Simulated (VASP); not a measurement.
Set up this calculation in VASP 6.6.1, as the native input.

```yaml
Task: single point
Functional: LDA
Potentials_or_basis: VASP PAW LDA potentials, release 64 (Rh_pv)
Cutoff: 500 eV
k_mesh: 14 × 14 × 14
Occupations: gaussian, width 0.1 eV
Spin: no spin polarisation
Dipole_correction: no
Further_INCAR_settings: ALGO = Normal; EDIFF = 1e-06; NBANDS = 14
```

The structure of Rh lies in POSCAR:

```
Rh
1.0
    0.0000000000      1.8770953254      1.8770953254
    1.8770953254      0.0000000000      1.8770953254
    1.8770953254      1.8770953254      0.0000000000
Rh
1
Direct
    0.0000000000      0.0000000000      0.0000000000
```

The input as run:

INCAR

```
SYSTEM = Rh
  PREC = Accurate
  ENCUT = 500
  EDIFF = 1E-6
  ISMEAR = 0
  SIGMA = 0.1
  LREAL = .False.
  LASPH = .True.
  NELM = 120
  ALGO = Normal
  ISIF = 2
  LWAVE = .False.
  LCHARG = .True.
  LELF = .True.
  LVHAR = .True.
  NBANDS = 14
  GGA_COMPAT = .False.
```

KPOINTS

```
regular mesh
0
Gamma
  14 14 14
  0 0 0
```

Potentials or basis: VASP PAW LDA potentials, release 64 (Rh_pv).

Launch:

```sh
$ cat potpaw_LDA.64/Rh_pv/POTCAR > POTCAR
$ mpirun -np 1 vasp_std > vasp.out
```

It gave:

```yaml
Pressure: 0.9 GPa
Band_gap_on_the_k_mesh: zero (an odd number of electrons rules out a gap without spin polarisation)
```

Run time: 9 s on 1 thread of Intel(R) Xeon(R) 6975P-C (Granite Rapids), on a shared host, peak memory 0.12 GiB.
